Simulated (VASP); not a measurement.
Input of a VASP 6.6.1 run:

File POSCAR:

```
Cr
1.0
    2.5840033398      0.0000000000      0.0000000000
   -1.2920016699      2.2378125357      0.0000000000
    0.0000000000      0.0000000000      8.1791223164
Cr
4
Direct
    0.3333333333      0.6666666667      0.3778277944
    0.6666666667      0.3333333333      0.8778277944
    0.6666666667      0.3333333333      0.6221722056
    0.3333333333      0.6666666667      0.1221722056
```

INCAR.step1

```
ALGO     = Normal         # electronic algorithm
EDIFF    = 1E-4           # SCF threshold, eV
ENCUT    = 520            # plane-wave cutoff, eV
GGA      = PE             # functional
ISMEAR   = 0              # smearing method
ISPIN    = 2              # spin polarisation
LASPH    = T              # aspherical terms in the spheres
LCHARG   = F              # write CHGCAR
LMAXMIX  = 4              # l up to which the mixer works
LREAL    = F              # projectors in reciprocal space
LWAVE    = T              # write WAVECAR
MAGMOM   = 0.08 0.08 0.08 0.08 # initial moments
NBANDS   = 36             # bands
NELM     = 150            # most SCF steps
PREC     = Accurate       # precision mode
SIGMA    = 0.1            # smearing width, eV
```

Contents of INCAR.step2:

```
ALGO     = Normal         # electronic algorithm
EDIFF    = 1E-6           # SCF threshold, eV
ENCUT    = 520            # plane-wave cutoff, eV
ISIF     = 2              # what is computed and relaxed
ISMEAR   = 0              # smearing method
ISPIN    = 2              # spin polarisation
ISTART   = 1            
LASPH    = T              # aspherical terms in the spheres
LCHARG   = T              # write CHGCAR
LELF     = T              # ELF
LMAXMIX  = 4              # l up to which the mixer works
LMIXTAU  = T            
LORBIT   = 11             # projections on sites
LREAL    = F              # projectors in reciprocal space
LVHAR    = T            
LWAVE    = F              # write WAVECAR
MAGMOM   = 0.08 0.08 0.08 0.08 # initial moments
METAGGA  = R2SCAN         # meta-GGA
NBANDS   = 36             # bands
NELM     = 150            # most SCF steps
PREC     = Accurate       # precision mode
SIGMA    = 0.1            # smearing width, eV
```

Contents of KPOINTS:

```
k-points
0
Gamma
  6 6 4
```

Potentials or basis: VASP PAW PBE potentials, release 64 (Cr_pv).

Run with:

```sh
$ cat potpaw_PBE.64/Cr_pv/POTCAR > POTCAR
$ cp INCAR.step1 INCAR
$ mpirun -np 1 vasp_std > vasp.out
$ cp INCAR.step2 INCAR
$ mpirun -np 1 vasp_std > vasp.out
```

Problem. Predict the largest force.

Solution. 0.172 eV/Å.

Problem. What does it give for the pressure?

Solution. 1.1 GPa.

Problem. What does it give for the band gap on the k mesh?

Solution. Zero (filled and empty bands overlap).

Forces on the atoms (eV/Å):
```
Cr   0.000  0.000  0.172
Cr   0.000  0.000  0.172
Cr   0.000  0.000 -0.172
Cr   0.000  0.000 -0.172
```

Caveat: the k points lie up to 0.47 Å⁻¹ apart, too coarse for converged energies and pressures of a metal; the PAW data sets were made with another functional, which shifts forces and pressure a little.
